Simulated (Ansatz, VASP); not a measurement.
One calculation of CsI, two programs

```
Cs I
1.0
     4.52161    0.00000    0.00000
     0.00000    4.52161    0.00000
     0.00000    0.00000    4.52161
Cs I
1 1
Cartesian
  0.0000 0.0000 0.0000
  2.2608 2.2608 2.2608
```

Alike in both runs: task single point; functional PBE; k mesh 6 × 6 × 6; occupations gaussian, width 0.02 eV; no spin polarisation.

```csv
,VASP,Ansatz
version,VASP 6.6.1,Ansatz 0.2.0
potentials or method,"VASP PAW PBE potentials, release 64 (Cs_sv, I), cutoff 500 eV","scalar-relativistic, plane waves, PAW"
valence electrons in the cell,16,26
```

|  | VASP | Ansatz | Ansatz less VASP |
| --- | --- | --- | --- |
| gap on the k mesh at the Fermi level (eV) | 3.98 | 3.99 | +0.015 |
| least direct gap on the mesh (eV) | 4.06 | 4.07 | +0.011 |
| pressure (GPa) | 1.2 | 1.2 | -0.05 |

The functional is the same, so the differences come from potentials, cutoffs and numerics. VASP's potentials hold 16 valence electrons a cell and Ansatz's 26, so a difference there can come from the potentials and not from the codes.

Spin-orbit coupling is off throughout.
